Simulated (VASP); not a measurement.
# Al2O3 (R-3c) in VASP: notebook

Runs on Al2O3. Level: PBEsol. Tasks: single point.

Everything below comes from runs of VASP 6.6.1. Logs are shortened: lines on timing, memory, paths and dates and some standing lists are left out, and cuts for length are marked.

### Step 1. The cell of the first run

It takes space group R-3c (No. 167, trigonal). Conventional cell: a = 5.142 Å, b = 5.142 Å, c = 11.214 Å, α = 90.00°, β = 90.00°, γ = 120.00°. Al (site symmetry 3) has 6 O at 1.90 to 1.96 Å and 1 Al at 2.12 Å within 2.5 Å. O (site symmetry 2) has 4 Al at 1.90 to 1.96 Å and 2 O at 2.45 Å within 2.5 Å.

### Step 2. Single point, PBEsol (c/a of the conventional cell at fixed volume 2.1810)

File INCAR:

```
PREC     = Accurate       # precision mode
ENCUT    = 520            # plane-wave cutoff, eV
EDIFF    = 1E-7           # SCF threshold, eV
ISMEAR   = 0              # smearing method
SIGMA    = 0.05           # smearing width, eV
LREAL    = False          # projectors in reciprocal space
LASPH    = True           # aspherical terms in the spheres
NELM     = 60             # most SCF steps
ALGO     = Normal         # electronic algorithm
ISIF     = 2              # what is computed and relaxed
LWAVE    = False          # write WAVECAR
LCHARG   = False          # write CHGCAR
GGA      = PS             # functional
NBANDS   = 35             # bands
```

File KPOINTS:

```
Automatic mesh
0
Gamma
  6 6 6
```

File POSCAR:

```
Al2O3
1.0
    2.5709366441      1.4843309635      3.7381418805
   -2.5709366441      1.4843309635      3.7381418805
    0.0000000000     -2.9686619271      3.7381418805
Al O
4 6
Direct
    0.8443505149      0.8443505149      0.8443505149
    0.6556494851      0.6556494851      0.6556494851
    0.1556494851      0.1556494851      0.1556494851
    0.3443505149      0.3443505149      0.3443505149
    0.0558571577      0.4441428423      0.7500000000
    0.7500000000      0.0558571577      0.4441428423
    0.4441428423      0.7500000000      0.0558571577
    0.9441428423      0.5558571577      0.2500000000
    0.2500000000      0.9441428423      0.5558571577
    0.5558571577      0.2500000000      0.9441428423
```

Potentials or basis: VASP PAW PBE potentials, release 64 (Al, O).

Run with:

```console
> cat potpaw_PBE.64/Al/POTCAR potpaw_PBE.64/O/POTCAR > POTCAR
> mpirun -np 1 vasp_std > vasp.out
```

OUTCAR:

```text
PREC = Accurate
   ENCUT = 520
   EDIFF = 1E-7
   ISMEAR = 0
   LREAL = False
   LASPH = True
   NELM = 60
   ISIF = 2
   GGA = PS

 ion  position               nearest neighbor table
   1  0.844  0.844  0.844-   7 1.90   5 1.90   6 1.90   9 1.96   8 1.96  10 1.96   2 2.12   3 2.98
                             3 2.98   3 2.98
   2  0.656  0.656  0.656-   6 1.90   5 1.90   7 1.90  10 1.96   8 1.96   9 1.96   1 2.12   4 2.98
                             4 2.98   4 2.98
   3  0.156  0.156  0.156-  10 1.90   8 1.90   9 1.90   6 1.96   5 1.96   7 1.96   4 2.12   1 2.98
                             1 2.98   1 2.98
   4  0.344  0.344  0.344-   9 1.90   8 1.90  10 1.90   7 1.96   5 1.96   6 1.96   3 2.12   2 2.98
                             2 2.98   2 2.98
   5  0.056  0.444  0.750-   1 1.90   2 1.90   3 1.96   4 1.96
   6  0.750  0.056  0.444-   2 1.90   1 1.90   3 1.96   4 1.96
   7  0.444  0.750  0.056-   1 1.90   2 1.90   4 1.96   3 1.96
   8  0.944  0.556  0.250-   3 1.90   4 1.90   1 1.96   2 1.96
   9  0.250  0.944  0.556-   4 1.90   3 1.90   1 1.96   2 1.96
  10  0.556  0.250  0.944-   3 1.90   4 1.90   2 1.96   1 1.96

  LATTYP: Found a trigonal (rhomboedric) cell.
 ALAT       =     4.7735373002
 COS(alpha) =     0.4198609445

  Lattice vectors:

 A1 = (   2.5709366441,   1.4843309635,   3.7381418805)
 A2 = (  -2.5709366441,   1.4843309635,   3.7381418805)
 A3 = (   0.0000000000,  -2.9686619271,   3.7381418805)

Analysis of symmetry for initial positions (statically):
=====================================================================
 Subroutine PRICEL returns:
 Original cell was already a primitive cell.

 Routine SETGRP: Setting up the symmetry group for a
 trigonal (rhombohedral) supercell.

 Subroutine GETGRP returns: Found 12 space group operations
 (whereof  6 operations were pure point group operations)
 out of a pool of 12 trial point group operations.

The static configuration has the point symmetry S_6 .
 The point group associated with its full space group is D_3d.

Analysis of symmetry for dynamics (positions and initial velocities):
=====================================================================
 Subroutine PRICEL returns:
 Original cell was already a primitive cell.

 Routine SETGRP: Setting up the symmetry group for a
 trigonal (rhombohedral) supercell.

 Subroutine GETGRP returns: Found 12 space group operations
 (whereof  6 operations were pure point group operations)
 out of a pool of 12 trial point group operations.

The dynamic configuration has the point symmetry S_6 .
 The point group associated with its full space group is D_3d.

 Subroutine INISYM returns: Found 12 space group operations
 (whereof  6 operations are pure point group operations),
 and found     1 'primitive' translations

----------------------------------------------------------------------------------------

                                     Primitive cell

  volume of cell :      85.5912

  direct lattice vectors                    reciprocal lattice vectors
     2.570936644  1.484330963  3.738141881     0.194481650  0.112284033  0.089170862
    -2.570936644  1.484330963  3.738141881    -0.194481650  0.112284033  0.089170862
     0.000000000 -2.968661927  3.738141881     0.000000000 -0.224568066  0.089170862

  length of vectors
     4.773537300  4.773537300  4.773537300     0.241624210  0.241624210  0.241624210

  position of ions in fractional coordinates (direct lattice)
     0.844350515  0.844350515  0.844350515
     0.655649485  0.655649485  0.655649485
     0.155649485  0.155649485  0.155649485
     0.344350515  0.344350515  0.344350515
     0.055857158  0.444142842  0.750000000
     0.750000000  0.055857158  0.444142842
     0.444142842  0.750000000  0.055857158
     0.944142842  0.555857158  0.250000000
     0.250000000  0.944142842  0.555857158
     0.555857158  0.250000000  0.944142842

  ion indices of the primitive-cell ions
   primitive index   ion index
                 1           1
                 2           2
                 3           3
                 4           4
                 5           5
                 6           6
                 7           7
                 8           8
                 9           9
                10          10

----------------------------------------------------------------------------------------

 KPOINTS: Automatic mesh

Automatic generation of k-mesh.
 Grid dimensions read from file:
 generate k-points for:    6    6    6

 Generating k-lattice:

  Cartesian coordinates                     Fractional coordinates (reciprocal lattice)
     0.032413608  0.018714005  0.014861810     0.166666667  0.000000000  0.000000000
    -0.032413608  0.018714005  0.014861810     0.000000000  0.166666667  0.000000000
     0.000000000 -0.037428011  0.014861810     0.000000000  0.000000000  0.166666667

  Length of vectors
     0.040270702  0.040270702  0.040270702

  Shift w.r.t. Gamma in fractional coordinates (k-lattice)
     0.000000000  0.000000000  0.000000000

 Subroutine IBZKPT returns following result:
 ===========================================

 Found     32 irreducible k-points:

 Following reciprocal coordinates:
            Coordinates               Weight
  0.000000  0.000000  0.000000      1.000000
  0.166667 -0.000000  0.000000      6.000000
  0.333333 -0.000000  0.000000      6.000000
  0.500000  0.000000  0.000000      3.000000
  0.166667  0.166667  0.000000      6.000000
  0.333333  0.166667  0.000000     12.000000
[... 16 lines left out ...]
  0.500000  0.500000  0.166667      6.000000
 -0.333333  0.500000  0.166667     12.000000
 [... further k-points ...]
   k-points           NKPTS =     32   k-points in BZ     NKDIM =     32   number of bands    NBANDS=     35
   number of dos      NEDOS =    301   number of ions     NIONS =     10
   total plane-waves  NPLWV =  46656
   dimension x,y,z NGX =    36 NGY =   36 NGZ =   36
   dimension x,y,z NGXF=    72 NGYF=   72 NGZF=   72
   ions per type =               4   6
   NGX,Y,Z   is equivalent  to a cutoff of  12.54, 12.54, 12.54 a.u.
   NGXF,Y,Z  is equivalent  to a cutoff of  25.08, 25.08, 25.08 a.u.
 SYSTEM =  unknown system
   PREC   = accura    normal or accurate (medium, high low for compatibility)
   ISTART =      0    job   : 0-new  1-cont  2-samecut
   ICHARG =      2    charge: 1-file 2-atom 10-const
   ISPIN  =      1    spin polarized calculation?
   LNONCOLLINEAR =      F non collinear calculations
   LSORBIT =      F    spin-orbit coupling
   LASPH  =      T    aspherical Exc in radial PAW
   ENCUT  =  520.0 eV  38.22 Ry    6.18 a.u.   8.88  8.88  8.88*2*pi/ulx,y,z
   NELM   =     60;   NELMIN=  2; NELMDL= -5     # of ELM steps
   EDIFF  = 0.1E-06   stopping-criterion for ELM
   LREAL  =      F    real-space projection
   EDIFFG = 0.1E-05   stopping-criterion for IOM
   NSW    =      0    number of steps for IOM
   IBRION =     -1    ionic relax: 0-MD 1-quasi-New 2-CG
   NFREE  =      0    steps in history (QN), initial steepest desc. (CG)
   ISIF   =      2    stress and relaxation
   ISYM   =      2    0-nonsym 1-usesym 2-fastsym
   POTIM  = 0.5000    time-step for ionic-motion
   TEBEG  =    0.0;   TEEND  =   0.0 temperature during run
   PSTRESS=    0.0 pullay stress
   NELECT =      48.0000    total number of electrons
   NUPDOWN=      -1.0000    fix difference up-down
   EMIN   =  10.00;   EMAX   =-10.00  energy-range for DOS
   EFERMI =   0.00;   METHOD = LEGACY
   ISMEAR =     0;   SIGMA  =   0.05  broadening in eV -4-tet -1-fermi 0-gaus
   EFERMI_NEDOS =   21; number of points for ismear=-14 and -15
   IALGO  =     38    algorithm
   IMIX   =      4    mixing-type and parameters
     AMIX     =   0.40;   BMIX     =  1.00
     AMIX_MAG =   1.60;   BMIX_MAG =  1.00
  volume/ion in A,a.u.               =       8.56        57.76
  Fermi-wavevector in a.u.,A,eV,Ry     =   1.350037  2.551199 24.797961  1.822599
  Thomas-Fermi vector in A             =   2.477574
   LORBIT       =      0    0 simple, 1 ext, 2 COOP (PROOUT), +10 PAW based schemes
   GGA     = PS    functional components
   LHFCALC =     F    Hartree Fock is set to
   AEXX    =    0.0000 exact exchange contribution
   IVDW    =     0    specifies the selected vdW correction
   LEPSILON=     F    determine dielectric tensor
   LRPA    =     F    only Hartree local field effects (RPA)
 non-spin polarized calculation
 Gauss-broadening in eV      SIGMA  =   0.05
  energy-cutoff  :      520.00
  volume of cell :       85.59
 maximum number of plane-waves:      2339
   NGX = 17   NGY = 17   NGZ = 17

 number of electron      47.9999979 magnetization

 Free energy of the ion-electron system (eV)
  ---------------------------------------------------
  ext. energy  EPLUGINS =         0.00000000
  ---------------------------------------------------
  free energy    TOTEN  =       -73.84535649 eV

  energy without entropy =      -73.84535649  energy(sigma->0) =      -73.84535649

 E-fermi :   7.3486     XC(G=0): -11.9115

 val. band max:        7.0582698504   @ k =   0.0000   0.0000   0.0000
 cond. band min:      10.9544992667   @ k =   0.0000   0.0000   0.0000
 fundamental gap:      3.8962294163
 Fermi energy:         7.3485670645

 k-point     1 :       0.0000    0.0000    0.0000
  band No.  band energies     occupation
      1     -13.1845      2.00000
      2     -10.7347      2.00000
      3     -10.7347      2.00000
      4     -10.1860      2.00000
      5     -10.1860      2.00000
      6      -9.9083      2.00000
[... 27 lines left out ...]
     34      19.0754      0.00000
     35      20.1147      0.00000

 k-point     2 :       0.1667   -0.0000    0.0000
  band No.  band energies     occupation
      1     -13.0539      2.00000
      2     -10.9554      2.00000
      3     -10.7245      2.00000
      4     -10.2504      2.00000
      5     -10.1498      2.00000
      6      -9.9019      2.00000
[... 828 lines left out ...]
 k-point    24 :      -0.3333    0.5000    0.1667
  band No.  band energies     occupation
      1     -11.8706      2.00000
      2     -11.4879      2.00000
      3     -11.1766      2.00000
      4     -10.9432      2.00000
      5     -10.1760      2.00000
      6      -9.9863      2.00000
[... 27 lines left out ...]
     34      18.9173      0.00000
     35      19.1341      0.00000

 [... further k-points ...]

------------------------ aborting loop because EDIFF is reached ----------------------------------------

  FORCE on cell =-STRESS in cart. coord.  units (eV):
  Direction    XX          YY          ZZ          XY          YZ          ZX
  --------------------------------------------------------------------------------------
  -------------------------------------------------------------------------------------
  Total      -14.2497815    -14.2497815     38.8466428     -0.0000000     -0.0000000     -0.0000000
  in kB     -266.7409146   -266.7409146    727.1682732     -0.0000000     -0.0000000     -0.0000000
  external PRESSURE =      64.5621480 kB  Pullay stress =       0.0000000 kB

 VOLUME and BASIS-vectors are now :
 -----------------------------------------------------------------------------
  energy-cutoff  :      520.00
  volume of cell :       85.59
      direct lattice vectors                 reciprocal lattice vectors
     2.570936644  1.484330963  3.738141881     0.194481650  0.112284033  0.089170862
    -2.570936644  1.484330963  3.738141881    -0.194481650  0.112284033  0.089170862
     0.000000000 -2.968661927  3.738141881     0.000000000 -0.224568066  0.089170862

 POSITION                                       TOTAL-FORCE (eV/Angst)
 -----------------------------------------------------------------------------------
      0.00000     -0.00000      9.46891         0.000000     -0.000000      6.085389
      0.00000     -0.00000      7.35273         0.000000      0.000000     -6.085389
      0.00000     -0.00000      1.74552         0.000000      0.000000     -6.085389
      0.00000     -0.00000      3.86169         0.000000     -0.000000      6.085389
     -0.99826     -1.48433      4.67268        -0.300626     -0.000000      0.000000
      1.78460     -0.12235      4.67268         0.150313     -0.260349      0.000000
     -0.78634      1.60668      4.67268         0.150313      0.260349      0.000000
      0.99826      1.48433      6.54175         0.300626     -0.000000      0.000000
     -1.78460      0.12235      6.54175        -0.150313      0.260349      0.000000
      0.78634     -1.60668      6.54175        -0.150313     -0.260349      0.000000
 -----------------------------------------------------------------------------------
    total drift:                               -0.000000      0.000000     -0.000000

  FREE ENERGIE OF THE ION-ELECTRON SYSTEM (eV)
  ---------------------------------------------------
  free  energy   TOTEN  =       -73.8453564887 eV

  energy  without entropy=      -73.8453564887  energy(sigma->0) =      -73.84535649
```

It took 67 s on 1 thread of Intel Xeon 6975P-C, shared host; peak memory 0.23 GiB.

Results:

```
Free energy            : -73.8454 eV
Pressure               : 6.5 GPa
Largest force          : 6.085 eV/Å
Band gap on the k mesh : 3.90 eV, direct
```

Forces on the atoms (eV/Å):
```
Al   0.000  0.000  6.085
Al   0.000  0.000 -6.085
Al   0.000  0.000 -6.085
Al   0.000  0.000  6.085
O   -0.301  0.000  0.000
O    0.150 -0.260  0.000
O    0.150  0.260  0.000
O    0.301  0.000  0.000
O   -0.150  0.260  0.000
O   -0.150 -0.260  0.000
```

Levels at points of the mesh, in eV from the valence-band top:
| k point | band 21 | band 22 | band 23 | band 24 | band 25 | band 26 | band 27 | band 28 |
| --- | --- | --- | --- | --- | --- | --- | --- | --- |
| (0.00, 0.00, 0.00) | -1.21 | -1.04 | -1.04 | 0.00 | 3.90 | 6.27 | 8.14 | 9.69 |
| (0.50, 0.00, 0.00) | -1.33 | -1.33 | -0.79 | -0.79 | 6.73 | 6.73 | 8.03 | 8.03 |
| (0.50, 0.50, 0.00) | -1.69 | -1.67 | -1.29 | -0.53 | 6.50 | 7.24 | 7.35 | 8.09 |
| (0.50, 0.50, 0.50) | -1.80 | -1.80 | -1.80 | -1.80 | 6.33 | 6.33 | 8.67 | 8.67 |

Caveat: the PAW data sets were made with another functional, which shifts forces and pressure a little.

### Step 3. Single point, PBEsol (c/a of the conventional cell at fixed volume 2.9080)

File INCAR:

```
  PREC = Accurate
  ENCUT = 520
  EDIFF = 1E-6
  ISMEAR = 0
  SIGMA = 0.05
  LREAL = F
  LASPH = T
  NELM = 80
  ALGO = Normal
  ISIF = 2
  LWAVE = F
  LCHARG = F
  GGA = PS
  NBANDS = 35
```

File KPOINTS:

```
regular mesh
0
Gamma
  6 6 6
```

File POSCAR:

```
Al2O3
1.0
    2.3358509594      1.3486041802      4.5284363933
   -2.3358509594      1.3486041802      4.5284363933
    0.0000000000     -2.6972083604      4.5284363933
Al O
4 6
Direct
    0.8597195797      0.8597195797      0.8597195797
    0.6402804203      0.6402804203      0.6402804203
    0.1402804203      0.1402804203      0.1402804203
    0.3597195797      0.3597195797      0.3597195797
    0.0558571577      0.4441428423      0.7500000000
    0.7500000000      0.0558571577      0.4441428423
    0.4441428423      0.7500000000      0.0558571577
    0.9441428423      0.5558571577      0.2500000000
    0.2500000000      0.9441428423      0.5558571577
    0.5558571577      0.2500000000      0.9441428423
```

Potentials or basis: VASP PAW PBE potentials, release 64 (Al, O).

Run with:

```console
> cat potpaw_PBE.64/Al/POTCAR potpaw_PBE.64/O/POTCAR > POTCAR
> mpirun -np 1 vasp_std > vasp.out
```

Run time: 81 s. Hardware: 1 thread of Intel Xeon 6975P-C, shared host; peak memory 0.26 GiB.

Results (log left out):

* Free energy: -77.9076 eV
* Pressure: 4.6 GPa
* Largest force: 1.744 eV/Å
* Band gap on the k mesh: 5.71 eV, direct

Forces on the atoms (eV/Å):
```
Al   0.000  0.000 -1.744
Al   0.000  0.000  1.744
Al   0.000  0.000  1.744
Al   0.000  0.000 -1.744
O   -0.167  0.000  0.000
O    0.083 -0.144  0.000
O    0.083  0.144  0.000
O    0.167  0.000  0.000
O   -0.083  0.144  0.000
O   -0.083 -0.144  0.000
```

Stress tensor (GPa, compression positive):
```
 15.11   0.00   0.00
  0.00  15.11   0.00
  0.00   0.00 -16.50
```

Levels at points of the mesh, in eV from the valence-band top:
```tsv
k point	band 22	band 23	band 24	band 25	band 26	band 27
(0.00, 0.00, 0.00)	-0.50	0.00	0.00	5.71	9.43	9.77
(0.50, 0.00, 0.00)	-1.18	-0.49	-0.49	8.81	8.81	8.96
(0.50, 0.50, 0.00)	-0.98	-0.97	-0.57	9.13	9.38	9.70
(0.50, 0.50, 0.50)	-0.33	-0.33	-0.33	8.48	8.48	9.97
```

Caveat: the PAW data sets were made with another functional, which shifts forces and pressure a little.
